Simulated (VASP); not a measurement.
A run of VASP 6.6.1 is set up as follows.

File POSCAR:

```
KBr
1.0
    0.0000000000      3.3022478341      3.3022478341
    3.2857365950      0.0000000000      3.3022478341
    3.2857365950      3.3022478341      0.0000000000
K Br
1 1
Direct
    0.0000000000      0.0000000000      0.0000000000
    0.5000000000      0.5000000000      0.5000000000
```

File INCAR.step1:

```
PREC = Accurate
ENCUT = 520
EDIFF = 1E-5
ISMEAR = 0
SIGMA = 0.01
LREAL = F
LASPH = T
NELM = 100
ALGO = Normal
ISIF = 2
LWAVE = T
GGA = PE
NBANDS = 15
```

INCAR.step2

```
PREC = Accurate
ENCUT = 520
EDIFF = 1E-6
ISMEAR = 0
SIGMA = 0.01
LREAL = F
LASPH = T
NELM = 100
ALGO = Normal
ISIF = 2
LWAVE = F
LCHARG = T
GGA = PE
LHFCALC = T
HFSCREEN = 0.2079
PRECFOCK = Normal
LELF = T
LVHAR = T
ISTART = 1
NBANDS = 15
```

The input KPOINTS:

```
regular mesh
0
Gamma
  4 4 4
```

Potentials or basis: VASP PAW PBE potentials, release 64 (K_sv, Br).

Run with:

```bash
$ cat potpaw_PBE.64/K_sv/POTCAR potpaw_PBE.64/Br/POTCAR > POTCAR
$ cp INCAR.step1 INCAR
$ mpirun -np 1 vasp_std > vasp.out
$ cp INCAR.step2 INCAR
$ mpirun -np 1 vasp_std > vasp.out
```

Question: What does it give for the band gap on the k mesh?

Answer: 5.61 eV.

Question: Estimate the pressure.

Answer: 0.5 GPa.

Stress tensor (GPa, compression positive):
```
0.65 0.00 0.00
0.00 0.48 0.00
0.00 0.00 0.48
```

Caveat: the cell differs from its parent crystal (uniaxial x strain -0.5%); the PAW data sets were made with another functional, which shifts forces and pressure a little.
